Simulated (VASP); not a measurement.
A run of VASP 6.6.1 is set up as follows.

File INCAR:

```
SYSTEM = Sb
PREC = Accurate
ENCUT = 520
EDIFF = 1E-6
ISMEAR = -1
SIGMA = 0.08
LREAL = .False.
LASPH = .True.
NELM = 100
ALGO = Normal
ISIF = 2
LWAVE = .False.
LCHARG = .False.
GGA = PE
NBANDS = 12
```

File KPOINTS:

```
Automatic mesh
0
Gamma
  15 15 15
  0 0 0
```

The input POSCAR:

```
Sb
1.0
   -2.3129277181      2.3129277181      1.2412563298
    2.3129277181     -2.3129277181      1.2412563298
    2.3129277181      2.3129277181     -1.2412563298
Sb
2
Direct
   -0.3750000000     -0.1250000000     -0.2500000000
    0.3750000000      0.1250000000      0.2500000000
```

Potentials or basis: VASP PAW PBE potentials, release 64 (Sb).

The run is started by

```sh
$ cat potpaw_PBE.64/Sb/POTCAR > POTCAR
$ mpirun -np 1 vasp_std > vasp.out
```

(1) What does it give for the band gap on the k mesh?

(2) Estimate the pressure.

Answers

(1) zero (band 5 reaches 27.40 eV, above the bottom of band 6 at 20.64 eV).

(2) 270.9 GPa.

Caveat: spin-orbit coupling is left out, which moves the levels of the heavy elements.
